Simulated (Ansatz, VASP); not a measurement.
**Ge2F3 in VASP and in Ansatz**

File INCAR:

```
SYSTEM = Ge2F3
ALGO     = Fast           ! electronic algorithm
EDIFF    = 1E-6           ! SCF threshold, eV
ENCUT    = 520            ! plane-wave cutoff, eV
GGA      = PE             ! functional
ISIF     = 2              ! what is computed and relaxed
ISMEAR   = 0              ! smearing method
LASPH    = .TRUE.         ! aspherical terms in the spheres
LCHARG   = .TRUE.         ! write CHGCAR
LELF     = .TRUE.         ! ELF
LREAL    = .FALSE.        ! projectors in reciprocal space
LVHAR    = .TRUE.       
LWAVE    = .FALSE.        ! write WAVECAR
NBANDS   = 32             ! bands
NELM     = 80             ! most SCF steps
PREC     = Accurate       ! precision mode
SIGMA    = 0.1            ! smearing width, eV
```

File KPOINTS:

```
k-points
0
G
  6 6 4
  0 0 0
```

The input POSCAR:

```
Ge2F3
1.0
    4.5706564100      0.0000000000      0.0000000000
   -2.2853282000      3.9583045600      0.0000000000
    0.0000000000      0.0000000000      4.2183866400
Ge F
2 3
Direct
    0.0000000000      0.0000000000      0.7643419800
    0.0000000000      0.0000000000      0.2356580200
    0.5000000000      0.0000000000      0.0000000000
    0.0000000000      0.5000000000      0.0000000000
    0.5000000000      0.5000000000      0.0000000000
```

Input for Ansatz:

```yaml
crystal:
  lattice:
    - [4.57065641, 0.0, 0.0]
    - [-2.2853282, 3.95830456, 0.0]
    - [0.0, 0.0, 4.21838664]
  atoms:
    - { symbol: Ge, position: [0.0, 0.0, 0.76434198] }
    - { symbol: Ge, position: [0.0, 0.0, 0.23565802] }
    - { symbol: F, position: [0.5, 0.0, 0.0] }
    - { symbol: F, position: [0.0, 0.5, 0.0] }
    - { symbol: F, position: [0.5, 0.5, 0.0] }
basis:
  ecutwfc: 420
kpoints:
  mp_grid: { grid: [6, 6, 4] }
hamiltonian:
  xc: pbe
scf:
  occupations: { method: gaussian, width: 0.1 }
  lower_state_search: "off"
output:
  forces: true
  stress: true
  eigenvalues: true
```

Alike in both runs: task single point; functional PBE; k mesh 6 × 6 × 4; occupations gaussian, width 0.1 eV; no spin polarisation.

|  | VASP | Ansatz |
| --- | --- | --- |
| version | VASP 6.6.1 | Ansatz 0.2.0 |
| potentials or method | VASP PAW PBE potentials, release 64 (Ge_d, F), cutoff 520 eV | scalar-relativistic, plane waves, PAW |
| valence electrons in the cell | 49 | 49 |

|  | VASP | Ansatz | Ansatz less VASP |
| --- | --- | --- | --- |
| gap on the k mesh at the Fermi level (eV) | none | none | - |
| pressure (GPa) | 18.5 | 18.6 | +0.08 |
| traceless stress, the component that is largest in VASP (GPa) | 28.89 | 28.76 | -0.134 |
| rms of the force components (eV/Å) | 1.245 | 1.200 | -0.0447 |

Atom by atom the forces differ by 0.045 eV/Å (rms over components). A gap of «none» marks a metal or a gap that the smearing closes. With one functional, cell and mesh, what is left measures potentials, basis and numerics.

The k mesh is coarse, so the values compare programs but aren't converged.
